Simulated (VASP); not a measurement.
# Al (I4/mmm) in VASP: further runs

The runs below take Al through single point, with PBEsol.

Everything below comes from runs of VASP 6.6.1. Logs are shortened: lines on timing, memory, paths and dates and some standing lists are left out, and cuts for length are marked.

### Step 1. The cell of the first run

It takes space group I4/mmm (No. 139, tetragonal). Conventional cell: a = 3.055 Å, b = 3.055 Å, c = 3.182 Å, α = 90.00°, β = 90.00°, γ = 90.00°. Al (site symmetry 4/mmm) has 14 Al at 2.68 to 3.18 Å within 3.5 Å.

### Step 2. Single point, PBEsol (strain -0.0400 x Voigt [1, 1, 0, 0, 0, 0])

The input, INCAR:

```
PREC = Accurate
ENCUT = 520
EDIFF = 1E-6
ISMEAR = 0
SIGMA = 0.15
LREAL = False
LASPH = True
NELM = 100
ALGO = Normal
ISIF = 2
LWAVE = False
LCHARG = False
GGA = PS
NBANDS = 8
```

The input, KPOINTS:

```
regular mesh
0
Gamma
  20 20 20
```

The input, POSCAR:

```
Al
1.0
   -1.5275699424      1.5275699424      1.5912186900
    1.5275699424     -1.5275699424      1.5912186900
    1.5275699424      1.5275699424     -1.5912186900
Al
1
Direct
    0.0000000000      0.0000000000      0.0000000000
```

Potentials or basis: VASP PAW PBE potentials, release 64 (Al).

On the command line:

```
$ cat potpaw_PBE.64/Al/POTCAR > POTCAR
$ mpirun -np 1 vasp_std > vasp.out
```

OUTCAR:

```text
PREC = Accurate
   ENCUT = 520
   EDIFF = 1E-6
   ISMEAR = 0
   LREAL = False
   LASPH = True
   NELM = 100
   ISIF = 2
   GGA = PS

 ion  position               nearest neighbor table
   1  0.000  0.000  0.000-

  LATTYP: Found a body centered tetragonal cell.
 ALAT       =     3.0551398848
 C/A-ratio  =     1.0416666667

  Lattice vectors:

 A1 = (  -1.5275699424,   1.5275699424,   1.5912186900)
 A2 = (   1.5275699424,  -1.5275699424,   1.5912186900)
 A3 = (   1.5275699424,   1.5275699424,  -1.5912186900)

Analysis of symmetry for initial positions (statically):
=====================================================================
 Subroutine PRICEL returns:
 Original cell was already a primitive cell.

 Routine SETGRP: Setting up the symmetry group for a
 body centered tetragonal supercell.

 Subroutine GETGRP returns: Found 16 space group operations
 (whereof 16 operations were pure point group operations)
 out of a pool of 16 trial point group operations.

The static configuration has the point symmetry D_4h.

Analysis of symmetry for dynamics (positions and initial velocities):
=====================================================================
 Subroutine PRICEL returns:
 Original cell was already a primitive cell.

 Routine SETGRP: Setting up the symmetry group for a
 body centered tetragonal supercell.

 Subroutine GETGRP returns: Found 16 space group operations
 (whereof 16 operations were pure point group operations)
 out of a pool of 16 trial point group operations.

The dynamic configuration has the point symmetry D_4h.

 Subroutine INISYM returns: Found 16 space group operations
 (whereof 16 operations are pure point group operations),
 and found     1 'primitive' translations

----------------------------------------------------------------------------------------

                                     Primitive cell

  volume of cell :      14.8522

  direct lattice vectors                    reciprocal lattice vectors
    -1.527569942  1.527569942  1.591218690     0.000000000  0.327317255  0.314224565
     1.527569942 -1.527569942  1.591218690     0.327317255  0.000000000  0.314224565
     1.527569942  1.527569942 -1.591218690     0.327317255  0.327317255  0.000000000

  length of vectors
     2.683079719  2.683079719  2.683079719     0.453733030  0.453733030  0.462896501

  position of ions in fractional coordinates (direct lattice)
     0.000000000  0.000000000  0.000000000

  ion indices of the primitive-cell ions
[... 71 lines left out ...]
   LASPH  =      T    aspherical Exc in radial PAW
   ENCUT  =  520.0 eV  38.22 Ry    6.18 a.u.   4.99  4.99  4.99*2*pi/ulx,y,z
   NELM   =    100;   NELMIN=  2; NELMDL= -5     # of ELM steps
   EDIFF  = 0.1E-05   stopping-criterion for ELM
   LREAL  =      F    real-space projection
   EDIFFG = 0.1E-04   stopping-criterion for IOM
   NSW    =      0    number of steps for IOM
   IBRION =     -1    ionic relax: 0-MD 1-quasi-New 2-CG
   NFREE  =      0    steps in history (QN), initial steepest desc. (CG)
   ISIF   =      2    stress and relaxation
   ISYM   =      2    0-nonsym 1-usesym 2-fastsym
   POTIM  = 0.5000    time-step for ionic-motion
   TEBEG  =    0.0;   TEEND  =   0.0 temperature during run
   PSTRESS=    0.0 pullay stress
   NELECT =       3.0000    total number of electrons
   NUPDOWN=      -1.0000    fix difference up-down
   EMIN   =  10.00;   EMAX   =-10.00  energy-range for DOS
   EFERMI =   0.00;   METHOD = LEGACY
   ISMEAR =     0;   SIGMA  =   0.15  broadening in eV -4-tet -1-fermi 0-gaus
   EFERMI_NEDOS =   21; number of points for ismear=-14 and -15
   IALGO  =     38    algorithm
   IMIX   =      4    mixing-type and parameters
     AMIX     =   0.40;   BMIX     =  1.00
     AMIX_MAG =   1.60;   BMIX_MAG =  1.00
  volume/ion in A,a.u.               =      14.85       100.23
  Fermi-wavevector in a.u.,A,eV,Ry     =   0.960545  1.815168 12.553381  0.922647
  Thomas-Fermi vector in A             =   2.089839
   LORBIT       =      0    0 simple, 1 ext, 2 COOP (PROOUT), +10 PAW based schemes
   GGA     = PS    functional components
   LHFCALC =     F    Hartree Fock is set to
   AEXX    =    0.0000 exact exchange contribution
   IVDW    =     0    specifies the selected vdW correction
   LEPSILON=     F    determine dielectric tensor
   LRPA    =     F    only Hartree local field effects (RPA)
 non-spin polarized calculation
 Gauss-broadening in eV      SIGMA  =   0.15
  energy-cutoff  :      520.00
  volume of cell :       14.85
 maximum number of plane-waves:       414
   NGX =  9   NGY =  9   NGZ =  9

 number of electron       3.0000000 magnetization

 Free energy of the ion-electron system (eV)
  ---------------------------------------------------
  ext. energy  EPLUGINS =         0.00000000
  ---------------------------------------------------
  free energy    TOTEN  =        -3.94806367 eV

  energy without entropy =       -3.94332263  energy(sigma->0) =       -3.94569315

 E-fermi :   9.1044     XC(G=0): -10.6510

 val. band max:        9.1039760527   @ k =  -0.4000   0.5000   0.2500
 cond. band min:       9.1072094235   @ k =  -0.2500  -0.3000   0.0500
 fundamental gap:      0.0032333707
 Fermi energy:         9.1043563332

 k-point     1 :       0.0000    0.0000    0.0000
  band No.  band energies     occupation
      1      -2.7822      2.00000
      2      22.6804      0.00000
      3      22.6804      0.00000
      4      23.6854      0.00000
      5      25.0946      0.00000
      6      25.4573      0.00000
      7      25.4573      0.00000
      8      25.6102      0.00000
[... 243 lines left out ...]
 k-point    24 :      -0.3500    0.0500   -0.0000
  band No.  band energies     occupation
      1       0.4721      2.00000
      2      10.5187      0.00000
      3      17.8340      0.00000
      4      18.9110      0.00000
      5      21.5903      0.00000
      6      22.8636      0.00000
      7      27.2104      0.00000
      8      30.3969      0.00000

 [... further k-points ...]
[... 5 lines left out ...]
  --------------------------------------------------------------------------------------
  -------------------------------------------------------------------------------------
  Total        0.8775047      0.8775047      1.0817115      0.0000000      0.0000000      0.0000000
  in kB       94.6603202     94.6603202    116.6890130      0.0000000      0.0000000      0.0000000
  external PRESSURE =     102.0032178 kB  Pullay stress =       0.0000000 kB

 VOLUME and BASIS-vectors are now :
 -----------------------------------------------------------------------------
  energy-cutoff  :      520.00
  volume of cell :       14.85
      direct lattice vectors                 reciprocal lattice vectors
    -1.527569942  1.527569942  1.591218690     0.000000000  0.327317255  0.314224565
     1.527569942 -1.527569942  1.591218690     0.327317255  0.000000000  0.314224565
     1.527569942  1.527569942 -1.591218690     0.327317255  0.327317255  0.000000000

 POSITION                                       TOTAL-FORCE (eV/Angst)
 -----------------------------------------------------------------------------------
      0.00000      0.00000      0.00000         0.000000     -0.000000      0.000000
 -----------------------------------------------------------------------------------
    total drift:                                0.000000      0.000000      0.000000

  FREE ENERGIE OF THE ION-ELECTRON SYSTEM (eV)
  ---------------------------------------------------
  free  energy   TOTEN  =        -3.9480636713 eV

  energy  without entropy=       -3.9433226272  energy(sigma->0) =       -3.94569315
```

It took 30 s on 1 thread of Intel Xeon 6975P-C, shared host; peak memory 0.17 GiB.

What came out:

```yaml
Free_energy: -3.9481 eV
Pressure: 10.2 GPa
```

Levels at points of the mesh, in eV from the Fermi level:
| k point | band 1 | band 2 | band 3 | band 4 |
| --- | --- | --- | --- | --- |
| (0.00, 0.00, 0.00) | -11.89 | 13.58 | 13.58 | 14.58 |
| (0.50, 0.00, 0.00) | -4.80 | -4.12 | 8.81 | 9.29 |
| (0.50, 0.50, 0.00) | -4.58 | -3.73 | 7.91 | 8.45 |
| (0.50, 0.50, 0.50) | 1.25 | 2.47 | 2.47 | 2.47 |

Caveat: the cell differs from its parent crystal (strain -0.0400 x Voigt [1, 1, 0, 0, 0, 0]); the PAW data sets were made with another functional, which shifts forces and pressure a little.

### Step 3. Single point, PBEsol (strain -0.0200 x Voigt [1, 1, 0, 0, 0, 0])

The input, INCAR:

```
SYSTEM = Al
PREC     = Accurate       ! precision mode
ENCUT    = 520            ! plane-wave cutoff, eV
EDIFF    = 1E-6           ! SCF threshold, eV
ISMEAR   = 0              ! smearing method
SIGMA    = 0.15           ! smearing width, eV
LREAL    = .False.        ! projectors in reciprocal space
LASPH    = .True.         ! aspherical terms in the spheres
NELM     = 80             ! most SCF steps
ALGO     = Normal         ! electronic algorithm
ISIF     = 2              ! what is computed and relaxed
LWAVE    = .False.        ! write WAVECAR
LCHARG   = .False.        ! write CHGCAR
GGA      = PS             ! functional
NBANDS   = 8              ! bands
```

The input, KPOINTS:

```
regular mesh
0
Gamma
  20 20 20
  0 0 0
```

The input, POSCAR:

```
Al
1.0
   -1.5593943162      1.5593943162      1.5912186900
    1.5593943162     -1.5593943162      1.5912186900
    1.5593943162      1.5593943162     -1.5912186900
Al
1
Direct
    0.0000000000      0.0000000000      0.0000000000
```

Potentials or basis: VASP PAW PBE potentials, release 64 (Al).

On the command line:

```
$ cat potpaw_PBE.64/Al/POTCAR > POTCAR
$ mpirun -np 1 vasp_std > vasp.out
```

It took 30 s on 1 thread of Intel Xeon 6975P-C, shared host; peak memory 0.17 GiB.

The run converged. Its results:

```
Free energy : -3.9770 eV
Pressure    : 5.9 GPa
```

Stress tensor (GPa, compression positive):
```
5.50 0.00 0.00
0.00 5.50 0.00
0.00 0.00 6.67
```

Levels at points of the mesh, in eV from the Fermi level:
| k point | band 1 | band 2 | band 3 | band 4 | band 5 |
| --- | --- | --- | --- | --- | --- |
| (0.00, 0.00, 0.00) | -11.58 | 13.47 | 13.47 | 13.96 | 15.49 |
| (0.50, 0.00, 0.00) | -4.60 | -4.00 | 8.55 | 8.79 | 10.59 |
| (0.50, 0.50, 0.00) | -4.50 | -3.81 | 8.11 | 8.39 | 10.08 |
| (0.50, 0.50, 0.50) | 1.59 | 2.17 | 2.17 | 2.73 | 2.98 |

Caveat: the cell differs from its parent crystal (strain -0.0200 x Voigt [1, 1, 0, 0, 0, 0]); the PAW data sets were made with another functional, which shifts forces and pressure a little.

### Step 4. Single point, PBEsol (strain +0.0100 x Voigt [1, 1, 0, 0, 0, 0])

The input, INCAR:

```
PREC = Accurate
ENCUT = 520
EDIFF = 1E-6
ISMEAR = 0
SIGMA = 0.15
LREAL = False
LASPH = True
NELM = 100
ALGO = Normal
ISIF = 2
LWAVE = False
LCHARG = False
GGA = PS
NBANDS = 8
```

The input, KPOINTS:

```
Automatic mesh
0
Gamma
  20 20 20
```

The input, POSCAR:

```
Al
1.0
   -1.6071308769      1.6071308769      1.5912186900
    1.6071308769     -1.6071308769      1.5912186900
    1.6071308769      1.6071308769     -1.5912186900
Al
1
Direct
    0.0000000000      0.0000000000      0.0000000000
```

On the command line:

```
$ cat potpaw_PBE.64/Al/POTCAR > POTCAR
$ mpirun -np 1 vasp_std > vasp.out
```

Run time: 37 s. Hardware: 1 thread of Intel Xeon 6975P-C, shared host; peak memory 0.19 GiB.

The run converged. Its results:

```
Free energy : -3.9954 eV
Pressure    : 0.7 GPa
```

Stress tensor (GPa, compression positive):
```
0.83 0.00 0.00
0.00 0.83 0.00
0.00 0.00 0.41
```

Levels at points of the mesh, in eV from the Fermi level:
| k point | band 1 | band 2 | band 3 | band 4 | band 5 |
| --- | --- | --- | --- | --- | --- |
| (0.00, 0.00, 0.00) | -11.16 | 13.11 | 13.34 | 13.34 | 14.69 |
| (0.50, 0.00, 0.00) | -4.32 | -3.84 | 8.12 | 8.19 | 9.91 |
| (0.50, 0.50, 0.00) | -4.37 | -3.93 | 8.30 | 8.40 | 10.15 |
| (0.50, 0.50, 0.50) | 1.78 | 1.78 | 2.05 | 2.91 | 3.01 |

Caveat: the cell differs from its parent crystal (strain +0.0100 x Voigt [1, 1, 0, 0, 0, 0]); the PAW data sets were made with another functional, which shifts forces and pressure a little.

### Step 5. The runs side by side

```tsv
cell	gap on the mesh (eV)	pressure (GPa)
a = 2.683 Å, angles 110.6, 110.6, 107.3°, 1 atom	none	10.2
a = 2.719 Å, angles 110.0, 110.0, 108.4°, 1 atom	none	5.9
a = 2.774 Å, angles 109.2, 109.2, 110.0°, 1 atom	none	0.7
```

Alike in all rows: task single point; level PBEsol; potentials or basis VASP PAW PBE potentials, release 64 (Al); no spin polarisation; k mesh 20 × 20 × 20; cutoff (eV) 520; smearing gaussian 0.15 eV.

Caveats: the PAW data sets were made with another functional, which shifts forces and pressure a little.

Total energies depend on the potentials used, so only differences within one code and one set of settings carry meaning.
